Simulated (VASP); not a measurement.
# MgO: single point with PBE-based screened hybrid

MgO:

```
Mg O
1.0
     0.00000    2.28201    2.28201
     2.28201    0.00000    2.28201
     2.28201    2.28201    0.00000
Mg O
1 1
Direct
  0.00000 0.00000 0.00000
  0.25000 0.25000 0.25000
```

| Quantity | Value |
| --- | --- |
| Program | VASP 6.6.1 |
| Task | single point |
| Functional | PBE-based screened hybrid |
| Potentials or basis | VASP PAW PBE potentials, release 64 (Mg, O) |
| Cutoff | 520 eV |
| k mesh | 4 × 4 × 4 |
| Occupations | gaussian, width 0.01 eV |
| Spin | no spin polarisation |

```json
{
 "Pressure": "1.0 GPa",
 "Band gap on the k mesh": "4.41 eV, direct"
}
```

Levels at points of the mesh, in eV from the valence-band top:
```csv
k point,band 2,band 3,band 4,band 5,band 6,band 7
"(0.00, 0.00, 0.00)",0.00,0.00,0.00,4.41,17.77,17.77
"(0.50, 0.00, 0.00)",-3.09,-0.19,-0.19,9.65,10.60,15.52
"(0.50, 0.50, 0.00)",-2.58,-0.77,-0.77,7.04,12.45,15.17
```

Wall time 48 s on 1 thread of AMD EPYC 9R45 96-Core Processor (Zen 5) (shared host), peak memory 0.22 GiB.

Caveat: the k points lie up to 0.60 Å⁻¹ apart; the PAW data sets were made with another functional, which shifts forces and pressure a little.
